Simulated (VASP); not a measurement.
# Fe (Im-3m) in VASP: single point with PBE

Aim: the single point of Fe with PBE.

Program: VASP 6.6.1. These are calculated values, not measurements. Logs are shortened: lines on timing, memory, paths and dates and some standing lists are left out, and cuts for length are marked.

## Step 1: The cell of the first run

It takes space group Im-3m (No. 229, cubic). Conventional cell: a = 2.759 Å, b = 2.759 Å, c = 2.759 Å, α = 90.00°, β = 90.00°, γ = 90.00°. Fe (site symmetry m-3m) has 14 Fe at 2.39 to 2.76 Å within 3.2 Å.

## Step 2: Single point, PBE

The input, INCAR:

```
SYSTEM = Fe
PREC = Accurate
ENCUT = 600
EDIFF = 1E-6
ISMEAR = -1
SIGMA = 0.1
LREAL = .False.
LASPH = .True.
NELM = 120
ALGO = Normal
ISIF = 2
LWAVE = .False.
LCHARG = .False.
GGA = PE
NBANDS = 10
GGA_COMPAT = .False.
```

The input, KPOINTS:

```
Automatic mesh
0
Gamma
  4 4 4
  0 0 0
```

The input, POSCAR:

```
Fe
1.0
    1.3797434168      1.3797434168      1.3797434168
   -1.3797434168      1.3797434168      1.3797434168
   -1.3797434168     -1.3797434168      1.3797434168
Fe
1
Direct
    0.0000000000      0.0000000000      0.0000000000
```

Potentials or basis: VASP PAW PBE potentials, release 64 (Fe).

Launch:

```
> cat potpaw_PBE.64/Fe/POTCAR > POTCAR
> mpirun -np 1 vasp_std > vasp.out
```

OUTCAR:

```text
SYSTEM = Fe
   PREC = Accurate
   ENCUT = 600
   EDIFF = 1E-6
   ISMEAR = -1
   LREAL = .False.
   LASPH = .True.
   NELM = 120
   ISIF = 2
   GGA = PE

 ion  position               nearest neighbor table
   1  0.000  0.000  0.000-

  LATTYP: Found a body centered cubic cell.
 ALAT       =     2.7594868336

  Lattice vectors:

 A1 = (   1.3797434168,  -1.3797434168,  -1.3797434168)
 A2 = (   1.3797434168,   1.3797434168,   1.3797434168)
 A3 = (  -1.3797434168,  -1.3797434168,   1.3797434168)

Analysis of symmetry for initial positions (statically):
=====================================================================
 Subroutine PRICEL returns:
 Original cell was already a primitive cell.

 Routine SETGRP: Setting up the symmetry group for a
 body centered cubic supercell.

 Subroutine GETGRP returns: Found 48 space group operations
 (whereof 48 operations were pure point group operations)
 out of a pool of 48 trial point group operations.

The static configuration has the point symmetry O_h .

Analysis of symmetry for dynamics (positions and initial velocities):
=====================================================================
 Subroutine PRICEL returns:
 Original cell was already a primitive cell.

 Routine SETGRP: Setting up the symmetry group for a
 body centered cubic supercell.

 Subroutine GETGRP returns: Found 48 space group operations
 (whereof 48 operations were pure point group operations)
 out of a pool of 48 trial point group operations.

The dynamic configuration has the point symmetry O_h .

 Subroutine INISYM returns: Found 48 space group operations
 (whereof 48 operations are pure point group operations),
 and found     1 'primitive' translations

----------------------------------------------------------------------------------------

                                     Primitive cell

  volume of cell :      10.5064

  direct lattice vectors                    reciprocal lattice vectors
     1.379743417  1.379743417  1.379743417     0.362386219  0.000000000  0.362386219
    -1.379743417  1.379743417  1.379743417    -0.362386219  0.362386219  0.000000000
    -1.379743417 -1.379743417  1.379743417     0.000000000 -0.362386219  0.362386219

  length of vectors
     2.389785699  2.389785699  2.389785699     0.512491506  0.512491506  0.512491506

  position of ions in fractional coordinates (direct lattice)
     0.000000000  0.000000000  0.000000000

  ion indices of the primitive-cell ions
   primitive index   ion index
                 1           1

----------------------------------------------------------------------------------------

 KPOINTS: Automatic mesh

Automatic generation of k-mesh.
 Grid dimensions read from file:
 generate k-points for:    4    4    4

 Generating k-lattice:

  Cartesian coordinates                     Fractional coordinates (reciprocal lattice)
     0.090596555  0.000000000  0.090596555     0.250000000  0.000000000  0.000000000
    -0.090596555  0.090596555  0.000000000     0.000000000  0.250000000  0.000000000
     0.000000000 -0.090596555  0.090596555     0.000000000  0.000000000  0.250000000

  Length of vectors
     0.128122876  0.128122876  0.128122876

  Shift w.r.t. Gamma in fractional coordinates (k-lattice)
     0.000000000  0.000000000  0.000000000

 Subroutine IBZKPT returns following result:
 ===========================================

 Found      8 irreducible k-points:

 Following reciprocal coordinates:
            Coordinates               Weight
  0.000000  0.000000  0.000000      1.000000
  0.250000  0.000000  0.000000     12.000000
  0.500000  0.000000  0.000000      6.000000
  0.500000  0.250000  0.000000     24.000000
  0.250000  0.250000  0.250000      6.000000
  0.500000  0.250000  0.250000     12.000000
  0.250000 -0.250000  0.250000      2.000000
  0.500000  0.500000  0.500000      1.000000
   k-points           NKPTS =      8   k-points in BZ     NKDIM =      8   number of bands    NBANDS=     10
   number of dos      NEDOS =    301   number of ions     NIONS =      1
   total plane-waves  NPLWV =   8000
   dimension x,y,z NGX =    20 NGY =   20 NGZ =   20
   dimension x,y,z NGXF=    40 NGYF=   40 NGZF=   40
   ions per type =               1
   NGX,Y,Z   is equivalent  to a cutoff of  13.91, 13.91, 13.91 a.u.
   NGXF,Y,Z  is equivalent  to a cutoff of  27.83, 27.83, 27.83 a.u.
 SYSTEM =  Fe
   PREC   = accura    normal or accurate (medium, high low for compatibility)
   ISTART =      0    job   : 0-new  1-cont  2-samecut
   ICHARG =      2    charge: 1-file 2-atom 10-const
   ISPIN  =      1    spin polarized calculation?
   LNONCOLLINEAR =      F non collinear calculations
   LSORBIT =      F    spin-orbit coupling
   LASPH  =      T    aspherical Exc in radial PAW
   ENCUT  =  600.0 eV  44.10 Ry    6.64 a.u.   4.77  4.77  4.77*2*pi/ulx,y,z
   NELM   =    120;   NELMIN=  2; NELMDL= -5     # of ELM steps
   EDIFF  = 0.1E-05   stopping-criterion for ELM
   LREAL  =      F    real-space projection
   EDIFFG = 0.1E-04   stopping-criterion for IOM
   NSW    =      0    number of steps for IOM
   IBRION =     -1    ionic relax: 0-MD 1-quasi-New 2-CG
   NFREE  =      0    steps in history (QN), initial steepest desc. (CG)
   ISIF   =      2    stress and relaxation
   ISYM   =      2    0-nonsym 1-usesym 2-fastsym
   POTIM  = 0.5000    time-step for ionic-motion
   TEBEG  =    0.0;   TEEND  =   0.0 temperature during run
   PSTRESS=    0.0 pullay stress
   NELECT =       8.0000    total number of electrons
   NUPDOWN=      -1.0000    fix difference up-down
   EMIN   =  10.00;   EMAX   =-10.00  energy-range for DOS
   EFERMI =   0.00;   METHOD = LEGACY
   ISMEAR =    -1;   SIGMA  =   0.10  broadening in eV -4-tet -1-fermi 0-gaus
   EFERMI_NEDOS =   21; number of points for ismear=-14 and -15
   IALGO  =     38    algorithm
   IMIX   =      4    mixing-type and parameters
     AMIX     =   0.40;   BMIX     =  1.00
     AMIX_MAG =   1.60;   BMIX_MAG =  1.00
  volume/ion in A,a.u.               =      10.51        70.90
  Fermi-wavevector in a.u.,A,eV,Ry     =   1.494926  2.825001 30.406370  2.234805
  Thomas-Fermi vector in A             =   2.607137
   LORBIT       =      0    0 simple, 1 ext, 2 COOP (PROOUT), +10 PAW based schemes
   GGA     = PE    functional components
   LHFCALC =     F    Hartree Fock is set to
   AEXX    =    0.0000 exact exchange contribution
   IVDW    =     0    specifies the selected vdW correction
   LEPSILON=     F    determine dielectric tensor
   LRPA    =     F    only Hartree local field effects (RPA)
 non-spin polarized calculation
  energy-cutoff  :      600.00
  volume of cell :       10.51
 maximum number of plane-waves:       370
 NGX is ok and might be reduce to    20
   NGX =  9   NGY =  9   NGZ =  9

 number of electron       7.9999995 magnetization

 Free energy of the ion-electron system (eV)
  ---------------------------------------------------
  ext. energy  EPLUGINS =         0.00000000
  ---------------------------------------------------
  free energy    TOTEN  =        -7.79401189 eV

  energy without entropy =       -7.67934377  energy(sigma->0) =       -7.73667783

 E-fermi :   6.8071     XC(G=0): -13.5805

 val. band max:        6.6915342076   @ k =   0.5000   0.2500   0.0000
 cond. band min:       6.8469471572   @ k =   0.5000   0.0000   0.0000
 fundamental gap:      0.1554129495
 Fermi energy:         6.8071157705

 k-point     1 :       0.0000    0.0000    0.0000
  band No.  band energies     occupation
      1      -2.1623      2.00000
      2       5.1202      2.00000
      3       5.1202      2.00000
      4       5.1202      2.00000
      5       6.8605      0.73934
      6       6.8605      0.73929
      7      32.3404      0.00000
      8      32.3404      0.00000
      9      32.3404      0.00000
     10      38.1320      0.00000

 k-point     2 :       0.2500    0.0000    0.0000
  band No.  band energies     occupation
      1       0.2681      2.00000
      2       4.4321      2.00000
      3       4.8699      2.00000
      4       6.5530      1.85393
      5       6.5912      1.79298
      6       6.9508      0.38412
      7      23.6629      0.00000
      8      28.7576      0.00000
      9      31.8636      0.00000
     10      32.7631      0.00000

 k-point     3 :       0.5000    0.0000    0.0000
  band No.  band energies     occupation
      1       1.9265      2.00000
      2       3.8009      2.00000
      3       6.8469      0.80344
      4       7.1171      0.08623
      5       7.2191      0.03196
      6       8.2942      0.00000
      7      15.3932      0.00000
      8      25.7017      0.00000
      9      28.4497      0.00000
     10      31.6052      0.00000

 k-point     4 :       0.5000    0.2500    0.0000
  band No.  band energies     occupation
      1       2.8628      2.00000
      2       3.8382      2.00000
      3       4.4660      2.00000
      4       6.6915      1.52114
      5       7.2486      0.02390
      6      10.0371      0.00000
      7      18.7936      0.00000
      8      19.8450      0.00000
      9      27.7239      0.00000
     10      34.3613      0.00000

 k-point     5 :       0.2500    0.2500    0.2500
  band No.  band energies     occupation
      1       2.0154      2.00000
      2       4.4433      2.00000
      3       5.5834      1.99999
      4       5.5834      1.99999
      5       6.5065      1.90574
      6       8.1046      0.00000
      7      25.1139      0.00000
      8      25.1139      0.00000
      9      25.2497      0.00000
     10      27.8983      0.00000

 k-point     6 :       0.5000    0.2500    0.2500
  band No.  band energies     occupation
      1       2.8585      2.00000
      2       3.4653      2.00000
      3       5.5142      2.00000
      4       6.2741      1.99036
      5       8.1320      0.00000
      6      12.6446      0.00000
      7      15.7301      0.00000
      8      21.6145      0.00000
      9      25.0056      0.00000
     10      30.7417      0.00000

 k-point     7 :       0.2500   -0.2500    0.2500
  band No.  band energies     occupation
      1       3.8403      2.00000
      2       3.8403      2.00000
      3       3.8403      2.00000
      4       7.1639      0.05491
      5       7.1639      0.05490
      6      16.2803      0.00000
      7      16.2803      0.00000
      8      16.2803      0.00000
      9      18.8672      0.00000
     10      47.0872      0.00000

 k-point     8 :       0.5000    0.5000    0.5000
  band No.  band energies     occupation
      1       2.1822      2.00000
      2       2.1823      2.00000
      3       7.9723      0.00002
      4       7.9723      0.00002
      5       7.9723      0.00002
      6      17.3164      0.00000
      7      17.3164      0.00000
      8      17.3164      0.00000
      9      23.6309      0.00000
     10      23.6309      0.00000

------------------------ aborting loop because EDIFF is reached ----------------------------------------

  FORCE on cell =-STRESS in cart. coord.  units (eV):
  Direction    XX          YY          ZZ          XY          YZ          ZX
  --------------------------------------------------------------------------------------
  -------------------------------------------------------------------------------------
  Total        0.0540623      0.0540623      0.0540623      0.0000000      0.0000000      0.0000000
  in kB        8.2442285      8.2442285      8.2442285      0.0000000      0.0000000      0.0000000
  external PRESSURE =       8.2442285 kB  Pullay stress =       0.0000000 kB

 VOLUME and BASIS-vectors are now :
 -----------------------------------------------------------------------------
  energy-cutoff  :      600.00
  volume of cell :       10.51
      direct lattice vectors                 reciprocal lattice vectors
     1.379743417  1.379743417  1.379743417     0.362386219  0.000000000  0.362386219
    -1.379743417  1.379743417  1.379743417    -0.362386219  0.362386219  0.000000000
    -1.379743417 -1.379743417  1.379743417     0.000000000 -0.362386219  0.362386219

 POSITION                                       TOTAL-FORCE (eV/Angst)
 -----------------------------------------------------------------------------------
      0.00000      0.00000      0.00000        -0.000000     -0.000000     -0.000000
 -----------------------------------------------------------------------------------
    total drift:                               -0.000000      0.000000      0.000000

  FREE ENERGIE OF THE ION-ELECTRON SYSTEM (eV)
  ---------------------------------------------------
  free  energy   TOTEN  =        -7.7940118879 eV

  energy  without entropy=       -7.6793437688  energy(sigma->0) =       -7.73667783
```

It took 1.8 s on 1 thread of Intel Xeon 6975P-C (Granite Rapids), shared host; peak memory 0.12 GiB.

Results:

```
Free energy            : -7.7940 eV
Pressure               : 0.8 GPa
Band gap on the k mesh : zero (band 4 reaches 7.97 eV, above the bottom of band 5 at 6.51 eV)
```

Levels at points of the mesh, in eV from the Fermi level:
```csv
k point,band 2,band 3,band 4,band 5,band 6,band 7
"(0.00, 0.00, 0.00)",-1.69,-1.69,-1.69,0.05,0.05,25.53
"(0.50, 0.00, 0.00)",-3.01,0.04,0.31,0.41,1.49,8.59
"(0.50, 0.50, 0.50)",-4.62,1.17,1.17,1.17,10.51,10.51
```

Caveat: the k points lie up to 0.81 Å⁻¹ apart; the run has no spin polarisation, though such a crystal can be magnetic.
